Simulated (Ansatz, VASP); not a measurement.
TiSi2 in VASP and in Ansatz

```
CELL_PARAMETERS angstrom
-1.31273 1.52598 3.75412
1.31273 -1.52598 3.75412
1.31273 1.52598 -3.75412
ATOMIC_POSITIONS crystal
Ti 0.00000 0.00000 0.00000
Si 0.32992 0.32992 0.00000
Si 0.67008 0.67008 0.00000
```

Alike in both runs: task single point; functional PBE; k mesh 6 × 6 × 6; occupations gaussian, width 0.1 eV; no spin polarisation.

|  | VASP | Ansatz |
| --- | --- | --- |
| version | VASP 6.6.1 | Ansatz 0.2.0 |
| potentials or method | VASP PAW PBE potentials, release 64 (Ti_sv, Si), cutoff 520 eV | scalar-relativistic, plane waves, PAW |
| valence electrons in the cell | 20 | 20 |

Ansatz gave:

| Item | Value |
| --- | --- |
| gap on the k mesh at the Fermi level (eV) | none |
| rms of the force components (eV/Å) | 0.152 |

Q: What did VASP give for the same quantities?

A: gap on the k mesh at the Fermi level (eV): none; rms of the force components (eV/Å): 0.149.

Atom by atom the forces differ by 0.003 eV/Å (rms over components). A gap of «none» marks a metal or a gap that the smearing closes.

The k mesh is coarse, so the values compare programs but aren't converged.
